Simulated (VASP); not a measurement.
A run of VASP 6.6.1:

File INCAR:

```
PREC = Accurate ; ENCUT = 600
EDIFF = 1E-7 ; ISMEAR = 0
SIGMA = 0.1 ; LREAL = F
LASPH = T ; NELM = 80
ALGO = Normal ; ISIF = 3
LWAVE = F ; LCHARG = F
GGA = PE ; IBRION = 2
NSW = 90 ; EDIFFG = -0.04
```

File KPOINTS:

```
Automatic mesh
0
Gamma
  6 4 4
```

File POSCAR:

```
AlB3P4
1.0
    3.4771288400      0.0000000000      0.0000000000
    0.0000000000      6.9542576700      0.0000000000
    0.0000000000      0.0000000000      4.9174027600
Al B P
1 3 4
Direct
    0.5000000000      0.0000000000      0.5000000000
    0.0000000000      0.7500000000      0.0000000000
    0.5000000000      0.5000000000      0.5000000000
    0.0000000000      0.2500000000      0.0000000000
    0.5000000000      0.7500000000      0.7500000000
    0.0000000000      0.5000000000      0.2500000000
    0.5000000000      0.2500000000      0.7500000000
    0.0000000000      0.0000000000      0.2500000000
```

Potentials or basis: VASP PAW PBE potentials, release 64 (Al, B, P).

Launch:

```console
$ cat potpaw_PBE.64/Al/POTCAR potpaw_PBE.64/B/POTCAR potpaw_PBE.64/P/POTCAR > POTCAR
$ mpirun -np 1 vasp_std > vasp.out
```

Hardware: 1 thread of AMD EPYC 7R13, with other jobs on the host.

**Question.** Estimate the wall time of this run.

**Answer.** Wall time 21 min on 1 thread of AMD EPYC 7R13, on a shared host, peak memory 0.31 GiB. Counts: scf iterations 101, k points 36, ion steps 12.
